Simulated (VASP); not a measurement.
Wanted: the native input for a VASP 6.6.1 run.

```yaml
Task: single point
Functional: PBE
Potentials_or_basis: VASP PAW PBE potentials, release 64 (Pd)
Cutoff: 520 eV
k_mesh: 12 × 8 × 1
Occupations: fermi-dirac, width 0.1 eV
Spin: no spin polarisation
Dipole_correction: yes
Further_INCAR_settings: ALGO = Normal; EDIFF = 1e-06; NBANDS = 22
```

The structure of Pd lies in POSCAR:

```
Pd
1.0
    2.7903171809      0.0000000000      0.0000000000
    0.0000000000      3.9461044005      0.0000000000
    0.0000000000      0.0000000000     18.7903000000
Pd
3
Direct
    0.0000000000      0.0000000000      0.4296151601
    0.5000000000      0.5000000000      0.5000000044
    0.0000000000      0.0000000000      0.5703848355
```

One way to write it, as run:

INCAR

```
SYSTEM = Pd
PREC = Accurate
ENCUT = 520
EDIFF = 1E-6
ISMEAR = -1
SIGMA = 0.1
LREAL = .False.
LASPH = .True.
NELM = 100
ALGO = Normal
ISIF = 2
LWAVE = .False.
LCHARG = .False.
LDIPOL = .True.
IDIPOL = 3
DIPOL = 0.5 0.5 0.500
GGA = PE
NBANDS = 22
```

KPOINTS

```
Automatic mesh
0
Gamma
  12 8 1
  0 0 0
```

Potentials or basis: VASP PAW PBE potentials, release 64 (Pd).

The run is started by

```console
$ cat potpaw_PBE.64/Pd/POTCAR > POTCAR
$ mpirun -np 1 vasp_std > vasp.out
```

Results of the run:

```json
{
 "Largest force": "0.027 eV/Å",
 "Band gap on the k mesh": "zero (bands 15 and 16 overlap by 0.28 eV)"
}
```

Wall time 95 s on 1 thread of AMD EPYC 9R45 96-Core Processor (Zen 5), on a shared host, peak memory 0.33 GiB.
